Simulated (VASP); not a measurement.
Runs of VASP 6.6.1 on Zr. The structure is that of space group Fd-3m (No. 227), or close to it. The cells are those of the table. This isn't the form of Zr at room conditions, which is hcp.

```tsv
cell	gap on the mesh (eV)	pressure (GPa)
a = 3.817 Å, angles 60.0°, 2 atoms	none	33.2
a = 4.341 Å, angles 60.0°, 2 atoms	none	(a)
a = 3.620 Å, angles 60.0°, 2 atoms	none	72.5
a = 3.445 Å, angles 60.0°, 2 atoms	none	(b)
a = 3.276 Å, angles 60.0°, 2 atoms	none	255.9
a = 3.996 Å, angles 60.0°, 2 atoms	none	15.3
```

Alike in all rows: task single point; level PBEsol; potentials or basis VASP PAW PBE potentials, release 64 (Zr_sv); no spin polarisation; k mesh 12 × 12 × 12; cutoff (eV) 520; smearing fermi-dirac 0.1 eV.

**Question.** Estimate the missing entries.

**Answer.** (a) 0.2; (b) 139.2.

Caveats: the PAW data sets were made with another functional, which shifts forces and pressure a little; the cell stands under pressure (at least some runs); atoms lie so close that the PAW spheres overlap strongly, which falsifies energies and pressures (at least some runs).

A k mesh can miss the band edges, and the runs leave out spin-orbit coupling on Zr.

A gap of «none» marks levels without a gap at the run's occupations.
